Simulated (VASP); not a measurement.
Here is a VASP 6.6.1 calculation.

The input INCAR:

```
PREC = Accurate
ENCUT = 520
EDIFF = 1E-6
ISMEAR = 0
SIGMA = 0.1
LREAL = F
LASPH = T
NELM = 80
ALGO = Normal
ISIF = 2
LWAVE = F
LCHARG = F
LDIPOL = T
IDIPOL = 3
DIPOL = 0.5 0.5 0.513
GGA = PE
NBANDS = 21
```

Contents of KPOINTS:

```
Automatic mesh
0
Gamma
  6 6 1
```

POSCAR

```
Y2Se
1.0
    4.6527950000      0.0000000000      0.0000000000
   -2.3263980000      4.0294390000      0.0000000000
    0.0000000000      0.0000000000     16.0000000000
Y Se
2 1
Direct
    0.3333333300      0.6666666700      0.5403144200
    0.6666666700      0.3333333300      0.5403144200
    0.0000000000      0.0000000000      0.4596855800
```

Potentials or basis: VASP PAW PBE potentials, release 64 (Y_sv, Se).

Run with:

```console
$ cat potpaw_PBE.64/Y_sv/POTCAR potpaw_PBE.64/Se/POTCAR > POTCAR
$ mpirun -np 1 vasp_std > vasp.out
```

Problem. Estimate the largest force.

Solution. 0.432 eV/Å.

Problem. Predict the band gap on the k mesh.

Solution. Zero (band 14 reaches -1.54 eV, above the bottom of band 15 at -1.86 eV).

Forces on the atoms (eV/Å):
```
Y    0.000  0.000 -0.216
Y    0.000  0.000 -0.216
Se   0.000  0.000  0.432
```
